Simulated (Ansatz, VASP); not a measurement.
# Os: VASP beside Ansatz

Contents of INCAR:

```
PREC = Accurate
ENCUT = 520
EDIFF = 1E-6
ISMEAR = -1
SIGMA = 0.1
LREAL = False
LASPH = True
NELM = 60
ALGO = Normal
ISIF = 2
LWAVE = False
LCHARG = True
GGA = RE
LELF = True
LVHAR = True
NBANDS = 15
```

KPOINTS

```
regular mesh
0
Gamma
  11 11 11
```

Contents of POSCAR:

```
Os
1.0
    0.0000000000      2.7868452673      2.7868452673
    2.7868452673      0.0000000000      2.7868452673
    2.7868452673      2.7868452673      0.0000000000
Os
2
Direct
    0.1250000000      0.1250000000      0.1250000000
    0.8750000000      0.8750000000      0.8750000000
```

Input for Ansatz:

```yaml
crystal:
  lattice:
    - [0.0, 2.7868452673, 2.7868452673]
    - [2.7868452673, 0.0, 2.7868452673]
    - [2.7868452673, 2.7868452673, 0.0]
  atoms:
    - { symbol: Os, position: [0.125, 0.125, 0.125] }
    - { symbol: Os, position: [0.875, 0.875, 0.875] }
hamiltonian:
  xc: revpbe
  pseudopotentials:
    kind: paw
    azcp:
      Os: "pseudopotentials/Os.paw.azcp"
basis:
  ecutwfc: 420
  fft_grid_basis: typed
kpoints:
  mp_grid: { grid: [11, 11, 11], shift: [0, 0, 0] }
magnetization:
  spin_polarized: false
scf:
  occupations: { method: fermi_dirac, width: 0.1 }
  lower_state_search: "off"
output:
  stress: true
```

Alike in both runs: task single point; functional revPBE; k mesh 11 × 11 × 11; occupations fermi-dirac, width 0.1 eV; no spin polarisation.

```csv
,VASP,Ansatz
version,VASP 6.6.1,Ansatz 0.2.0
potentials or method,"VASP PAW PBE potentials, release 64 (Os), cutoff 520 eV","plane waves (420 eV) with PAW, scalar-relativistic"
valence electrons in the cell,16,32
```

```csv
,VASP,Ansatz,Ansatz less VASP
pressure (GPa),-1.1,0.0,+1.12
```

VASP's potentials were made for PBE, not for revPBE. VASP's potentials hold 16 valence electrons a cell and Ansatz's 32, so a difference there can come from the potentials and not from the codes.

Spin-orbit coupling is off throughout.
